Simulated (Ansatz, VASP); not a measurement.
One calculation of SrCl2, two programs

The input POSCAR:

```
SrCl2
1.0
    0.0000000000      3.4883500000      3.4883500000
    3.4883500000      0.0000000000      3.4883500000
    3.4883500000      3.4883500000      0.0000000000
Sr Cl
1 2
Direct
    0.0000000000      0.0000000000      0.0000000000
    0.7500000000      0.7500000000      0.7500000000
    0.2500000000      0.2500000000      0.2500000000
```

Contents of INCAR.step1:

```
SYSTEM = SrCl2
PREC     = Accurate       ! precision mode
ENCUT    = 400            ! plane-wave cutoff, eV
EDIFF    = 1E-5           ! SCF threshold, eV
ISMEAR   = -1             ! smearing method
SIGMA    = 0.05           ! smearing width, eV
LREAL    = .False.        ! projectors in reciprocal space
LASPH    = .True.         ! aspherical terms in the spheres
NELM     = 120            ! most SCF steps
ALGO     = Normal         ! electronic algorithm
ISIF     = 2              ! what is computed and relaxed
LWAVE    = .True.         ! write WAVECAR
GGA      = PE             ! functional
NBANDS   = 19             ! bands
GGA_COMPAT= .False.
```

INCAR.step2

```
SYSTEM = SrCl2
PREC     = Accurate       ! precision mode
ENCUT    = 400            ! plane-wave cutoff, eV
EDIFF    = 1E-6           ! SCF threshold, eV
ISMEAR   = -1             ! smearing method
SIGMA    = 0.05           ! smearing width, eV
LREAL    = .False.        ! projectors in reciprocal space
LASPH    = .True.         ! aspherical terms in the spheres
NELM     = 120            ! most SCF steps
ALGO     = Normal         ! electronic algorithm
ISIF     = 2              ! what is computed and relaxed
LWAVE    = .False.        ! write WAVECAR
LCHARG   = .True.         ! write CHGCAR
GGA      = PE             ! functional
LHFCALC  = .True.         ! exact exchange
AEXX     = 0.1            ! exact-exchange fraction
HFSCREEN = 0.2            ! screening, 1/A
PRECFOCK = Normal       
LELF     = .True.         ! ELF
LVHAR    = .True.       
ISTART   = 1            
NBANDS   = 19             ! bands
GGA_COMPAT= .False.
```

Contents of KPOINTS:

```
regular mesh
0
Gamma
  4 4 4
  0 0 0
```

input.yaml

```yaml
crystal:
  lattice:
    - [0.0, 3.48835, 3.48835]
    - [3.48835, 0.0, 3.48835]
    - [3.48835, 3.48835, 0.0]
  atoms:
    - { symbol: Sr, position: [0.0, 0.0, 0.0] }
    - { symbol: Cl, position: [0.75, 0.75, 0.75] }
    - { symbol: Cl, position: [0.25, 0.25, 0.25] }
hamiltonian:
  xc: { exchange: pbe, correlation: pbe, exx: { coeff: 0.1, omega: 0.2 } }
  pseudopotentials: { kind: paw }
kpoints:
  mp_grid: { grid: [4, 4, 4] }
scf:
  occupations: { method: fermi_dirac, width: 0.05 }
output:
  forces: true
  stress: true
  eigenvalues: true
```

Alike in both runs: task single point; functional PBE-based screened hybrid with a share of 0.1 of exact exchange and HFSCREEN = 0.2; k mesh 4 × 4 × 4; occupations fermi-dirac, width 0.05 eV; no spin polarisation.

|  | VASP | Ansatz |
| --- | --- | --- |
| version | VASP 6.6.1 | Ansatz 0.2.0 |
| potentials or method | VASP PAW PBE potentials, release 64 (Sr_sv, Cl) | Ansatz PAW |
| plane-wave cutoff (eV) | 400 | 420 |
| valence electrons in the cell | 24 | 24 |

|  | VASP | Ansatz | Ansatz less VASP |
| --- | --- | --- | --- |
| gap on the k mesh at the Fermi level (eV) | 5.85 | 5.86 | +0.009 |
| least direct gap on the mesh (eV) | 6.03 | 6.04 | +0.008 |
| pressure (GPa) | 0.8 | 0.8 | -0.05 |

VASP's potentials were made for PBE, not for PBE-based screened hybrid.
